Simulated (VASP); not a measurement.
Set up this calculation in VASP 6.6.1, as the native input.

```yaml
Task: single point
Functional: r2SCAN
Potentials_or_basis: VASP PAW PBE potentials, release 64 (Ti_sv, Al)
Cutoff: 520 eV
k_mesh: 10 × 10 × 4
Occupations: gaussian, width 0.1 eV
Spin: no spin polarisation
Dipole_correction: no
Further_INCAR_settings: ALGO = Normal; EDIFF = 1e-06; NBANDS = 31
```

Crystal: TiAl3.

```xyz
8
Lattice="3.8240 0.0000 0.0000 0.0000 3.8240 0.0000 0.0000 0.0000 8.8207" Properties=species:S:1:pos:R:3 pbc="T T T"
Ti    0.0000    0.0000    0.0000
Ti    1.9120    1.9120    4.4104
Al    1.9120    1.9120    0.0000
Al    0.0000    1.9120    2.2052
Al    1.9120    0.0000    2.2052
Al    0.0000    0.0000    4.4104
Al    1.9120    0.0000    6.6156
Al    0.0000    1.9120    6.6156
```

This cell differs from its parent crystal: strain along c alone, the other axes held: +3.0 %.

The input as run:

POSCAR

```
TiAl3
1.0
    3.8240007107      0.0000000000      0.0000000000
    0.0000000000      3.8240007107      0.0000000000
    0.0000000000      0.0000000000      8.8207449777
Ti Al
2 6
Direct
    0.0000000000      0.0000000000      0.0000000000
    0.5000000000      0.5000000000      0.5000000000
    0.5000000000      0.5000000000      0.0000000000
    0.0000000000      0.5000000000      0.2500000000
    0.5000000000      0.0000000000      0.2500000000
    0.0000000000      0.0000000000      0.5000000000
    0.5000000000      0.0000000000      0.7500000000
    0.0000000000      0.5000000000      0.7500000000
```

INCAR.step1

```
SYSTEM = TiAl3
ALGO     = Normal         ! electronic algorithm
EDIFF    = 1E-4           ! SCF threshold, eV
ENCUT    = 520            ! plane-wave cutoff, eV
GGA      = PE             ! functional
ISMEAR   = 0              ! smearing method
LASPH    = .TRUE.         ! aspherical terms in the spheres
LCHARG   = .FALSE.        ! write CHGCAR
LREAL    = .FALSE.        ! projectors in reciprocal space
LWAVE    = .TRUE.         ! write WAVECAR
NBANDS   = 31             ! bands
NELM     = 60             ! most SCF steps
PREC     = Accurate       ! precision mode
SIGMA    = 0.1            ! smearing width, eV
```

INCAR.step2

```
SYSTEM = TiAl3
ALGO     = Normal         ! electronic algorithm
EDIFF    = 1E-6           ! SCF threshold, eV
ENCUT    = 520            ! plane-wave cutoff, eV
ISIF     = 2              ! what is computed and relaxed
ISMEAR   = 0              ! smearing method
ISTART   = 1            
LASPH    = .TRUE.         ! aspherical terms in the spheres
LCHARG   = .FALSE.        ! write CHGCAR
LMIXTAU  = .TRUE.       
LREAL    = .FALSE.        ! projectors in reciprocal space
LWAVE    = .FALSE.        ! write WAVECAR
METAGGA  = R2SCAN         ! meta-GGA
NBANDS   = 31             ! bands
NELM     = 60             ! most SCF steps
PREC     = Accurate       ! precision mode
SIGMA    = 0.1            ! smearing width, eV
```

KPOINTS

```
k-points
0
G
  10 10 4
  0 0 0
```

Potentials or basis: VASP PAW PBE potentials, release 64 (Ti_sv, Al).

Run with:

```sh
$ cat potpaw_PBE.64/Ti_sv/POTCAR potpaw_PBE.64/Al/POTCAR > POTCAR
$ cp INCAR.step1 INCAR
$ mpirun -np 1 vasp_std > vasp.out
$ cp INCAR.step2 INCAR
$ mpirun -np 1 vasp_std > vasp.out
```

It gave:

The pressure is -3.1 GPa. The band gap on the k mesh is zero (bands 21 and 22 overlap by 2.36 eV).

Caveat: the cell differs from its parent crystal (strain along c alone, the other axes held: +3.0 %); the stress differs along the axes, from -7 to -1 GPa; the PAW data sets were made with another functional, which shifts forces and pressure a little.

It took 13 min on 1 thread of Intel Xeon 8259CL (shared host), peak memory 0.37 GiB.
